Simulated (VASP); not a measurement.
Runs of VASP 6.6.1 on GaC4. The structure is that of space group Pm-3m (No. 221), or close to it. The cells are those of the table. 

| task | spin | cell | cutoff (eV) | gap on the mesh (eV) | pressure (GPa) | moment (μB) |
| --- | --- | --- | --- | --- | --- | --- |
| single point | off | a = 3.480 Å, 5 atoms | 520 | none | 0.2 | - |
| single point | collinear, ferromagnetic start | a = 3.698 Å, 5 atoms | 520 | none | -21.5 | 0.00 |
| single point | off | a = 3.698 Å, 5 atoms | 520 | none | (a) | - |
| single point | collinear, ferromagnetic start | a = 3.480 Å, 5 atoms | 520 | none | 0.3 | 0.00 |
| relaxation of cell and atoms | off | relaxed from a = 3.698 Å, 5 atoms | 600 | none | 0.1 | - |

Alike in all rows: level PBE; potentials or basis VASP PAW PBE potentials, release 64 (Ga_d, C); k mesh 6 × 6 × 6; smearing gaussian 0.1 eV.

Problem. Fill in the values left out.

Solution. (a) -21.6.

A k mesh can miss the band edges, and the runs leave out spin-orbit coupling on Ga.

A gap of «none» marks levels without a gap at the run's occupations.
